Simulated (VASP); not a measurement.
# AlGaN2 (P-4m2) in VASP: notebook

The runs below take AlGaN2 through relaxation of cell and atoms, with LDA.

Everything below comes from runs of VASP 6.6.1. Logs are shortened: lines on timing, memory, paths and dates and some standing lists are left out, and cuts for length are marked.

## (1) The cell of the first run

Symmetry: P-4m2, No. 115, tetragonal system. Conventional cell: a = 3.069 Å, b = 3.069 Å, c = 4.319 Å, α = 90.00°, β = 90.00°, γ = 90.00°. Within 2.5 Å of Al (site symmetry -4m2) lie 4 N at 1.85 Å. Ga (site symmetry -4m2) has 4 N at 1.90 Å within 2.5 Å. N (site symmetry 2mm) has 2 Al at 1.85 Å and 2 Ga at 1.90 Å within 2.5 Å.

## (2) Relaxation of cell and atoms, LDA, target pressure 10 GPa, at which the enthalpy is minimised

File INCAR:

```
ALGO = Normal
EDIFF = 1E-7
EDIFFG = -0.008
ENCUT = 600
GGA = CA
IBRION = 2
ISIF = 3
ISMEAR = 0
LASPH = True
LCHARG = False
LREAL = False
LWAVE = False
NELM = 60
NSW = 70
PREC = Accurate
PSTRESS = 100.0
SIGMA = 0.02
```

File KPOINTS:

```
k-points
0
Gamma
  8 8 6
```

File POSCAR:

```
AlGaN2
1.0
    3.0693415051      0.0000000000      0.0000000000
    0.0000000000      3.0693415051      0.0000000000
    0.0000000000      0.0000000000      4.3185841150
Al Ga N
1 1 2
Direct
    0.5000000000      0.5000000000      0.5000000000
    0.0000000000      0.0000000000      0.0000000000
    0.5000000000      0.0000000000      0.7399927245
    0.0000000000      0.5000000000      0.2600072755
```

Potentials or basis: VASP PAW LDA potentials, release 64 (Al, Ga_d, N).

Started as:

```
$ cat potpaw_LDA.64/Al/POTCAR potpaw_LDA.64/Ga_d/POTCAR potpaw_LDA.64/N/POTCAR > POTCAR
$ mpirun -np 1 vasp_std > vasp.out
```

OUTCAR:

```text
EDIFF = 1E-7
   EDIFFG = -0.008
   ENCUT = 600
   GGA = CA
   IBRION = 2
   ISIF = 3
   ISMEAR = 0
   LASPH = True
   LREAL = False
   NELM = 60
   NSW = 70
   PREC = Accurate
   PSTRESS = 100.0

 ion  position               nearest neighbor table
   1  0.500  0.500  0.500-   3 1.85   4 1.85   3 1.85   4 1.85   2 3.06   2 3.06   2 3.06   2 3.06
                             2 3.06   2 3.06   2 3.06   2 3.06
   2  0.000  0.000  0.000-   3 1.90   4 1.90   4 1.90   3 1.90   1 3.06   1 3.06   1 3.06   1 3.06
                             1 3.06   1 3.06   1 3.06   1 3.06
   3  0.500  0.000  0.740-   1 1.85   1 1.85   2 1.90   2 1.90
   4  0.000  0.500  0.260-   1 1.85   1 1.85   2 1.90   2 1.90

  LATTYP: Found a simple tetragonal cell.
 ALAT       =     3.0693415051
 C/A-ratio  =     1.4070067172

  Lattice vectors:

 A1 = (   3.0693415051,   0.0000000000,   0.0000000000)
 A2 = (   0.0000000000,   3.0693415051,   0.0000000000)
 A3 = (   0.0000000000,   0.0000000000,   4.3185841150)

Analysis of symmetry for initial positions (statically):
=====================================================================
 Subroutine PRICEL returns:
 Original cell was already a primitive cell.

 Routine SETGRP: Setting up the symmetry group for a
 simple tetragonal supercell.

 Subroutine GETGRP returns: Found  8 space group operations
 (whereof  8 operations were pure point group operations)
 out of a pool of 16 trial point group operations.

The static configuration has the point symmetry D_2d.

Analysis of symmetry for dynamics (positions and initial velocities):
=====================================================================
 Subroutine PRICEL returns:
 Original cell was already a primitive cell.

 Routine SETGRP: Setting up the symmetry group for a
 simple tetragonal supercell.

 Subroutine GETGRP returns: Found  8 space group operations
 (whereof  8 operations were pure point group operations)
 out of a pool of 16 trial point group operations.

The dynamic configuration has the point symmetry D_2d.

 Subroutine INISYM returns: Found  8 space group operations
 (whereof  8 operations are pure point group operations),
 and found     1 'primitive' translations

----------------------------------------------------------------------------------------

                                     Primitive cell

  volume of cell :      40.6848

  direct lattice vectors                    reciprocal lattice vectors
     3.069341505  0.000000000  0.000000000     0.325802782  0.000000000  0.000000000
     0.000000000  3.069341505  0.000000000     0.000000000  0.325802782  0.000000000
     0.000000000  0.000000000  4.318584115     0.000000000  0.000000000  0.231557375

  length of vectors
     3.069341505  3.069341505  4.318584115     0.325802782  0.325802782  0.231557375

  position of ions in fractional coordinates (direct lattice)
     0.500000000  0.500000000  0.500000000
     0.000000000  0.000000000  0.000000000
     0.500000000  0.000000000  0.739992724
     0.000000000  0.500000000  0.260007276

  ion indices of the primitive-cell ions
   primitive index   ion index
                 1           1
                 2           2
                 3           3
                 4           4

----------------------------------------------------------------------------------------

 KPOINTS: k-points

Automatic generation of k-mesh.
 Grid dimensions read from file:
 generate k-points for:    8    8    6

 Generating k-lattice:

  Cartesian coordinates                     Fractional coordinates (reciprocal lattice)
     0.040725348  0.000000000  0.000000000     0.125000000  0.000000000  0.000000000
     0.000000000  0.040725348  0.000000000     0.000000000  0.125000000  0.000000000
     0.000000000  0.000000000  0.038592896     0.000000000  0.000000000  0.166666667

  Length of vectors
     0.040725348  0.040725348  0.038592896

  Shift w.r.t. Gamma in fractional coordinates (k-lattice)
     0.000000000  0.000000000  0.000000000

 Subroutine IBZKPT returns following result:
 ===========================================

 Found     60 irreducible k-points:

 Following reciprocal coordinates:
            Coordinates               Weight
  0.000000  0.000000  0.000000      1.000000
  0.125000  0.000000  0.000000      4.000000
  0.250000  0.000000  0.000000      4.000000
  0.375000  0.000000  0.000000      4.000000
  0.500000  0.000000  0.000000      2.000000
  0.125000  0.125000  0.000000      4.000000
[... 16 lines left out ...]
  0.375000  0.125000  0.166667     16.000000
  0.500000  0.125000  0.166667      8.000000
 [... further k-points ...]
   k-points           NKPTS =     60   k-points in BZ     NKDIM =     60   number of bands    NBANDS=     17
   number of dos      NEDOS =    301   number of ions     NIONS =      4
   total plane-waves  NPLWV =  28224
   dimension x,y,z NGX =    28 NGY =   28 NGZ =   36
   dimension x,y,z NGXF=    56 NGYF=   56 NGZF=   72
   ions per type =               1   1   2
   NGX,Y,Z   is equivalent  to a cutoff of  15.17, 15.17, 13.86 a.u.
   NGXF,Y,Z  is equivalent  to a cutoff of  30.33, 30.33, 27.72 a.u.
 SYSTEM =  unknown system
   PREC   = accura    normal or accurate (medium, high low for compatibility)
   ISTART =      0    job   : 0-new  1-cont  2-samecut
   ICHARG =      2    charge: 1-file 2-atom 10-const
   ISPIN  =      1    spin polarized calculation?
   LNONCOLLINEAR =      F non collinear calculations
   LSORBIT =      F    spin-orbit coupling
   LASPH  =      T    aspherical Exc in radial PAW
   ENCUT  =  600.0 eV  44.10 Ry    6.64 a.u.   6.13  6.13  8.63*2*pi/ulx,y,z
   NELM   =     60;   NELMIN=  2; NELMDL= -5     # of ELM steps
   EDIFF  = 0.1E-06   stopping-criterion for ELM
   LREAL  =      F    real-space projection
   EDIFFG = -.8E-02   stopping-criterion for IOM
   NSW    =     70    number of steps for IOM
   IBRION =      2    ionic relax: 0-MD 1-quasi-New 2-CG
   NFREE  =      1    steps in history (QN), initial steepest desc. (CG)
   ISIF   =      3    stress and relaxation
   ISYM   =      2    0-nonsym 1-usesym 2-fastsym
   POTIM  = 0.5000    time-step for ionic-motion
   TEBEG  =    0.0;   TEEND  =   0.0 temperature during run
   PSTRESS=  100.0 pullay stress
   NELECT =      26.0000    total number of electrons
   NUPDOWN=      -1.0000    fix difference up-down
   EMIN   =  10.00;   EMAX   =-10.00  energy-range for DOS
   EFERMI =   0.00;   METHOD = LEGACY
   ISMEAR =     0;   SIGMA  =   0.02  broadening in eV -4-tet -1-fermi 0-gaus
   EFERMI_NEDOS =   21; number of points for ismear=-14 and -15
   IALGO  =     38    algorithm
   IMIX   =      4    mixing-type and parameters
     AMIX     =   0.40;   BMIX     =  1.00
     AMIX_MAG =   1.60;   BMIX_MAG =  1.00
  volume/ion in A,a.u.               =      10.17        68.64
  Fermi-wavevector in a.u.,A,eV,Ry     =   1.410118  2.664736 27.054256  1.988432
  Thomas-Fermi vector in A             =   2.532104
   LORBIT       =      0    0 simple, 1 ext, 2 COOP (PROOUT), +10 PAW based schemes
   GGA     = CA    functional components
   LHFCALC =     F    Hartree Fock is set to
   AEXX    =    0.0000 exact exchange contribution
   IVDW    =     0    specifies the selected vdW correction
   LEPSILON=     F    determine dielectric tensor
   LRPA    =     F    only Hartree local field effects (RPA)
 conjugate gradient relaxation of ions
 non-spin polarized calculation
 Gauss-broadening in eV      SIGMA  =   0.02
  energy-cutoff  :      600.00
  volume of cell :       40.68
 maximum number of plane-waves:      1384
 NGX is ok and might be reduce to    28
   NGX = 13   NGY = 13   NGZ = 17

--------------------------------------- Ionic step        1  -------------------------------------------

 number of electron      25.9999997 magnetization

 Free energy of the ion-electron system (eV)
  ---------------------------------------------------
  ext. energy  EPLUGINS =         0.00000000
  ---------------------------------------------------
  free energy    TOTEN  =       -30.24713225 eV

  energy without entropy =      -30.24713225  energy(sigma->0) =      -30.24713225

------------------------ aborting loop because EDIFF is reached ----------------------------------------

  FORCE on cell =-STRESS in cart. coord.  units (eV):
  Direction    XX          YY          ZZ          XY          YZ          ZX
  --------------------------------------------------------------------------------------
  -------------------------------------------------------------------------------------
  Total        2.8262553      2.8262553      2.8027330      0.0000000      0.0000000      0.0000000
  in kB      111.2987187    111.2987187    110.3724024      0.0000000      0.0000000      0.0000000
  external PRESSURE =      10.9899466 kB  Pullay stress =     100.0000000 kB
[... 145 lines left out ...]
  enthalpy is  TOTEN    =       -27.7084656269 eV   P V=        2.5506990488

--------------------------------------- Ionic step        5  -------------------------------------------

 number of electron      25.9999998 magnetization

 Free energy of the ion-electron system (eV)
  ---------------------------------------------------
  ext. energy  EPLUGINS =         0.00000000
  ---------------------------------------------------
  free energy    TOTEN  =       -30.25887743 eV

  energy without entropy =      -30.25887743  energy(sigma->0) =      -30.25887743

 E-fermi :   6.2054     XC(G=0): -12.0472

 val. band max:        6.0939560382   @ k =   0.0000   0.0000   0.0000
 cond. band min:       9.3517569444   @ k =   0.5000   0.5000   0.0000
 fundamental gap:      3.2578009062
 Fermi energy:         6.2053642064

 k-point     1 :       0.0000    0.0000    0.0000
  band No.  band energies     occupation
      1      -9.7700      2.00000
      2      -8.1507      2.00000
      3      -7.0060      2.00000
      4      -7.0060      2.00000
      5      -6.9586      2.00000
      6      -6.7532      2.00000
[... 9 lines left out ...]
     16      13.8944      0.00000
     17      17.6987      0.00000
[... 443 lines left out ...]
      1      -8.4013      2.00000
      2      -8.2447      2.00000
      3      -6.9908      2.00000
      4      -6.8858      2.00000
      5      -6.8759      2.00000
      6      -6.1268      2.00000
[... 9 lines left out ...]
     16      14.4523      0.00000
     17      15.1286      0.00000

 [... further k-points ...]
[... 5 lines left out ...]
  --------------------------------------------------------------------------------------
  -------------------------------------------------------------------------------------
  Total        2.5626211      2.5626211      2.5442953      0.0000000      0.0000000      0.0000000
  in kB      100.4791297    100.4791297     99.7605856      0.0000000      0.0000000      0.0000000
  external PRESSURE =       0.2396150 kB  Pullay stress =     100.0000000 kB
[... 19 lines left out ...]
  FREE ENERGIE OF THE ION-ELECTRON SYSTEM (eV)
  ---------------------------------------------------
  free  energy   TOTEN  =       -30.2588774257 eV

  energy  without entropy=      -30.2588774257  energy(sigma->0) =      -30.25887743

  enthalpy is  TOTEN    =       -27.7084760947 eV   P V=        2.5504013311

 reached required accuracy - stopping structural energy minimisation
```

Wall time 78 s (1 thread of Intel Xeon Platinum 8559C (Emerald Rapids), shared host); peak memory 0.19 GiB.

Results:

- Free energy: -30.2589 eV
- Relaxed volume: 10.22 Å³/atom
- Relaxed cell: a = 3.074 Å, b = 3.074 Å, c = 4.324 Å, α = 90.00°, β = 90.00°, γ = 90.00°
- Space group after relaxing (to 0.05 Å): P-4m2 (No. 115)
- Energy change on relaxing (the enthalpy is what falls): -2.9 meV/atom
- Ionic steps: 5
- Pressure after relaxing: 10.0 GPa
- Band gap on the k mesh: 3.26 eV, indirect (least direct gap 3.37 eV)

The path:
```tsv
step	energy change (eV)	largest force (eV/Å)	pressure (GPa)	volume (Å³)
1	0.0000	0.0426	11.10	40.68
2	-0.0254	0.0197	8.61	41.10
3	-0.0123	0.0141	9.97	40.87
4	-0.0120	0.0146	10.00	40.87
5	-0.0117	0.0019	10.02	40.86
```

Final structure:
```yaml
crystal:
  lattice:
    - [3.07415, 0.00000, 0.00000]
    - [0.00000, 3.07415, 0.00000]
    - [0.00000, 0.00000, 4.32383]
  atoms:
    - { symbol: Al, position: [0.50000, 0.50000, 0.50000] }
    - { symbol: Ga, position: [0.00000, 0.00000, 0.00000] }
    - { symbol: N, position: [0.50000, 0.00000, 0.73964] }
    - { symbol: N, position: [0.00000, 0.50000, 0.26036] }
```

Levels at points of the mesh, in eV from the valence-band top:
```csv
k point,band 9,band 10,band 11,band 12,band 13,band 14,band 15,band 16,band 17
"(0.00, 0.00, 0.00)",-2.51,-2.51,-0.26,0.00,0.00,3.37,3.53,7.80,11.60
"(0.50, 0.00, 0.00)",-4.62,-3.16,-3.04,-1.05,-0.76,7.30,7.61,8.20,8.77
"(0.50, 0.50, 0.00)",-5.18,-2.47,-2.44,-2.44,-2.41,3.26,3.26,6.59,8.93
"(0.00, 0.00, 0.50)",-2.55,-1.70,-1.70,-1.06,-1.06,5.48,5.63,8.38,9.49
"(0.50, 0.00, 0.50)",-6.59,-1.02,-0.93,-0.63,-0.62,5.65,6.99,9.42,9.76
"(0.50, 0.50, 0.50)",-4.54,-4.33,-3.51,-3.51,-3.48,6.26,6.26,9.48,11.08
```

Caveat: the cell is relaxed towards a set pressure, so the enthalpy falls and the energy may rise. A k mesh can miss the band edges.

(Continued in part 2 of 3.)
